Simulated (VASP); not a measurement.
Write the native input for VASP 6.6.1 that does the following.

| Property | Result |
| --- | --- |
| Task | single point |
| Functional | r2SCAN |
| Potentials or basis | VASP PAW PBE potentials, release 64 (Ti_sv) |
| Cutoff | 520 eV |
| k mesh | 15 × 15 × 15 |
| Occupations | fermi-dirac, width 0.05 eV |
| Spin | collinear spin |
| Starting moments | [1.946, 1.946] μB |
| Dipole correction | no |
| Further INCAR settings | ALGO = Normal; EDIFF = 1e-07; NBANDS = 23 |

Ti:

```
Ti
1.0
     0.00000    2.93124    2.93124
     2.93124    0.00000    2.93124
     2.93124    2.93124    0.00000
Ti
2
Direct
  0.12500 0.12500 0.12500
  0.87500 0.87500 0.87500
```

This isn't the form of Ti at room conditions, which is hcp.

These files were run (other wordings do the same):

POSCAR

```
Ti
1.0
    0.0000000000      2.9312443070      2.9312443070
    2.9312443070      0.0000000000      2.9312443070
    2.9312443070      2.9312443070      0.0000000000
Ti
2
Direct
    0.1250000000      0.1250000000      0.1250000000
    0.8750000000      0.8750000000      0.8750000000
```

INCAR.step1

```
PREC = Accurate ; ENCUT = 520
ISMEAR = -1 ; SIGMA = 0.05
LREAL = False ; LASPH = True
NELM = 150 ; ISPIN = 2
MAGMOM = 1.946 1.946 ; LMAXMIX = 4
NBANDS = 23 ; GGA = PE
ALGO = Normal ; EDIFF = 1E-4
LWAVE = True ; LCHARG = False
```

INCAR.step2

```
PREC = Accurate ; ENCUT = 520
EDIFF = 1E-7 ; ISMEAR = -1
SIGMA = 0.05 ; LREAL = False
LASPH = True ; NELM = 150
ALGO = Normal ; ISIF = 2
LWAVE = False ; LCHARG = False
ISPIN = 2 ; MAGMOM = 1.946 1.946
LORBIT = 11 ; LMAXMIX = 4
METAGGA = R2SCAN ; LMIXTAU = True
NBANDS = 23 ; ISTART = 1
```

KPOINTS

```
Automatic mesh
0
Gamma
  15 15 15
```

Potentials or basis: VASP PAW PBE potentials, release 64 (Ti_sv).

The run is started by

```console
$ cat potpaw_PBE.64/Ti_sv/POTCAR > POTCAR
$ cp INCAR.step1 INCAR
$ mpirun -np 1 vasp_std > vasp.out
$ cp INCAR.step2 INCAR
$ mpirun -np 1 vasp_std > vasp.out
```

It gave:

The pressure is 4.7 GPa, the net moment is 5.04 μB per cell and the site moments are Ti +1.99 μB. The valence electrons inside the program's atomic spheres are Ti 10.37.

Caveat: the cell stands under pressure; the PAW data sets were made with another functional, which shifts forces and pressure a little.

Run time: 5.8 min on 1 thread of Intel(R) Xeon(R) 6975P-C (Granite Rapids), with other jobs on the host, peak memory 0.34 GiB.
